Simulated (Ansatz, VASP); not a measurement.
**One calculation of SrMg, two programs**

The input INCAR:

```
PREC = Accurate
ENCUT = 520
EDIFF = 1E-7
ISMEAR = -1
SIGMA = 0.05
LREAL = F
LASPH = T
NELM = 80
ALGO = Normal
ISIF = 2
LWAVE = F
LCHARG = T
LELF = T
LVHAR = T
NBANDS = 13
```

The input KPOINTS:

```
Automatic mesh
0
Gamma
  9 9 9
```

The input POSCAR:

```
SrMg
1.0
    3.9780000000      0.0000000000      0.0000000000
    0.0000000000      3.9780000000      0.0000000000
    0.0000000000      0.0000000000      3.9000000000
Sr Mg
1 1
Direct
    0.5000000000      0.5000000000      0.5000000000
    0.0000000000      0.0000000000      0.0000000000
```

Input for Ansatz:

```yaml
crystal:
  lattice:
    - [3.978, 0.0, 0.0]
    - [0.0, 3.978, 0.0]
    - [0.0, 0.0, 3.9]
  atoms:
    - { symbol: Sr, position: [0.5, 0.5, 0.5] }
    - { symbol: Mg, position: [0.0, 0.0, 0.0] }
kpoints:
  mp_grid: { grid: [9, 9, 9] }
  band_path:
    path:
      - [0.0, 0.0, 0.0]
      - [0.0, 0.5, 0.0]
      - [0.5, 0.5, 0.0]
      - [0.0, 0.0, 0.0]
      - [0.0, 0.0, 0.5]
      - [0.0, 0.5, 0.5]
      - [0.5, 0.5, 0.5]
      - [0.0, 0.0, 0.5]
      - [0.0, 0.5, 0.0]
    npoints: 5
scf:
  occupations: { method: fermi_dirac, width: 0.05 }
hamiltonian:
  xc: lda
  pseudopotentials: { kind: all_electron, lapw: { basis_error: 0.0005 } }
output:
  forces: true
  stress: true
  eigenvalues: true
```

Change from the starting cell: equal xx and yy strain of +2 %.

Alike in both runs: task single point; functional LDA; k mesh 9 × 9 × 9; occupations fermi-dirac, width 0.05 eV; no spin polarisation.

```csv
,VASP,Ansatz
version,VASP 6.6.1,Ansatz 0.2.0
potentials or method,"VASP PAW LDA potentials, release 64 (Sr_sv, Mg), cutoff 520 eV","all-electron LAPW, scalar-relativistic"
```

|  | VASP | Ansatz | Ansatz less VASP |
| --- | --- | --- | --- |
| pressure (GPa) | 2.0 | 2.1 | +0.16 |
| traceless stress, the component that is largest in VASP (GPa) | 0.24 | 0.23 | -0.005 |

LDA's correlation is that of Perdew and Zunger in VASP and of Perdew and Wang (1992) in Ansatz. Ansatz ran all-electron here, and VASP with PAW potentials.
